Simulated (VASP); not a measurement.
Runs of VASP 6.6.1 on Ru. The structure is that of space group P6_3/mmc (No. 194), or close to it. The cells are those of the table. 

| cell | further INCAR settings | gap on the mesh (eV) | pressure (GPa) |
| --- | --- | --- | --- |
| a = 2.714, b = 2.714, c = 3.798 Å, angles 90.0, 90.0, 120.0°, 2 atoms | ALGO = Fast; EDIFF = 1e-07; NBANDS = 21 | none | 63.7 |
| a = 2.811, b = 2.811, c = 3.701 Å, angles 90.0, 90.0, 120.0°, 2 atoms | ALGO = Fast; EDIFF = 1e-06; NBANDS = 21 | none | 47.5 |
| a = 2.554, b = 2.554, c = 4.287 Å, angles 90.0, 90.0, 120.0°, 2 atoms | ALGO = Fast; EDIFF = 1e-06; NBANDS = 21 | none | (b) |
| a = 2.453, b = 2.453, c = 4.649 Å, angles 90.0, 90.0, 120.0°, 2 atoms | ALGO = Fast; EDIFF = 1e-06; NBANDS = 21 | none | (a) |
| a = 2.606, b = 2.606, c = 4.117 Å, angles 90.0, 90.0, 120.0°, 2 atoms | ALGO = Fast; EDIFF = 1e-06; NBANDS = 21 | none | 54.7 |

Alike in all rows: task single point; level PBE; potentials or basis VASP PAW PBE potentials, release 64 (Ru_pv); no spin polarisation; k mesh 21 × 21 × 12; cutoff (eV) 520; smearing gaussian 0.15 eV.

Task: Estimate the missing entries.

Result: (a) 69.1; (b) 55.4.

Caveats: the cell stands under pressure.

A k mesh can miss the band edges, and the runs leave out spin-orbit coupling on Ru.

A gap of «none» marks levels without a gap at the run's occupations.
